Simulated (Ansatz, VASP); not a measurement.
## One calculation of CdSe, two programs

```xyz
2
Lattice="0.0000 3.0497 3.0497 3.0497 0.0000 3.0497 3.0497 3.0497 0.0000" Properties=species:S:1:pos:R:3 pbc="T T T"
Cd    0.0000    0.0000    0.0000
Se    1.5248    1.5248    1.5248
```

Change from the starting cell: volume scaled by 0.98, PAW files.

Alike in both runs: task electric field gradients; functional LDA; k mesh 8 × 8 × 8; occupations fermi-dirac, width 0.03 eV; no spin polarisation.

|  | VASP | Ansatz |
| --- | --- | --- |
| version | VASP 6.6.1 | Ansatz 0.2.0 |
| potentials or method | VASP PAW LDA potentials, release 64 (Cd, Se) | PAW with Ansatz's default frozen-core files, scalar-relativistic |
| plane-wave cutoff (eV) | 520 | 420 |
| valence electrons in the cell | 18 | 36 |

|  | VASP | Ansatz | Ansatz less VASP |
| --- | --- | --- | --- |
| pressure (GPa) | -2.0 | -2.4 | -0.41 |

LDA's correlation is that of Perdew and Zunger in VASP and of Perdew and Wang (1992) in Ansatz. VASP's potentials hold 18 valence electrons a cell and Ansatz's 36, so a difference there can come from the potentials and not from the codes.
